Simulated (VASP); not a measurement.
## CoO: single point with PBEsol

CoO:

```
Co O
1.0
     1.50547    0.86918    2.24473
    -1.50547    0.86918    2.24473
     0.00000   -1.73837    2.24473
Co O
1 1
Cartesian
  0.0000 0.0000 0.0000
  0.0000 0.0000 3.3671
```

This cell differs from its parent crystal: strain +0.000 along x and y, -0.080 along z.

```yaml
Program: VASP 6.6.1
Task: single point
Functional: PBEsol
Potentials_or_basis: VASP PAW PBE potentials, release 64 (Co_sv, O)
Cutoff: 600 eV
k_mesh: 18 × 18 × 18
Occupations: gaussian, width 0.15 eV
Spin: collinear spin, ferromagnetic start
Starting_moments: "[2.64, 0.33] μB"
Dipole_correction: no
Further_INCAR_settings: ALGO = Normal; EDIFF = 1e-06; NBANDS = 22
```

```json
{
 "Pressure": "0.8 GPa",
 "Net moment": "2.61 μB per cell",
 "Site moments": "Co +2.28; O +0.24 μB",
 "Valence electrons inside the program's atomic spheres": "Co 14.94; O 4.99"
}
```

Stress tensor (GPa, compression positive):
```
 1.52  0.00  0.00
 0.00  1.52  0.00
 0.00  0.00 -0.50
```

Levels at points of the mesh, in eV from the Fermi level:
Spin up:
| k point | band 9 | band 10 | band 11 | band 12 | band 13 | band 14 | band 15 | band 16 | band 17 | band 18 |
| --- | --- | --- | --- | --- | --- | --- | --- | --- | --- | --- |
| (0.00, 0.00, 0.00) | -3.40 | -3.26 | -3.14 | -3.14 | -2.87 | 1.36 | 16.73 | 17.81 | 17.81 | 20.50 |
| (0.50, 0.00, 0.00) | -2.46 | -2.24 | -1.65 | 0.24 | 0.42 | 5.20 | 9.69 | 13.67 | 15.20 | 21.95 |
| (0.50, 0.50, 0.00) | -4.25 | -2.81 | -2.13 | -1.91 | -1.91 | 6.33 | 10.09 | 12.06 | 15.86 | 17.49 |
| (0.50, 0.50, 0.50) | -2.13 | -2.13 | -1.43 | 0.50 | 0.50 | 4.51 | 11.21 | 12.53 | 12.53 | 20.46 |
Spin down:
| k point | band 6 | band 7 | band 8 | band 9 | band 10 | band 11 | band 12 | band 13 | band 14 | band 15 |
| --- | --- | --- | --- | --- | --- | --- | --- | --- | --- | --- |
| (0.00, 0.00, 0.00) | -3.35 | -3.35 | -2.73 | -1.53 | -1.53 | -1.09 | -0.27 | -0.27 | 1.89 | 16.71 |
| (0.50, 0.00, 0.00) | -8.71 | -5.59 | -4.98 | -0.43 | -0.32 | 0.35 | 2.56 | 2.76 | 5.48 | 10.38 |
| (0.50, 0.50, 0.00) | -7.33 | -4.89 | -4.13 | -2.72 | 0.07 | 0.10 | 0.35 | 0.87 | 7.12 | 10.51 |
| (0.50, 0.50, 0.50) | -8.39 | -5.90 | -5.90 | 0.00 | 0.00 | 0.34 | 2.87 | 2.87 | 4.78 | 11.96 |

Wall time 3.1 min on 1 thread of Intel(R) Xeon(R) 6975P-C (Granite Rapids), on a shared host, peak memory 0.48 GiB.

Caveat: the cell differs from its parent crystal (strain +0.000 along x and y, -0.080 along z); the PAW data sets were made with another functional, which shifts forces and pressure a little; a cell with one magnetic atom can't hold antiferromagnetic order, which such compounds often take; semilocal functionals often make such compounds metallic where correlation or magnetic order opens a gap, which also shifts bond lengths.
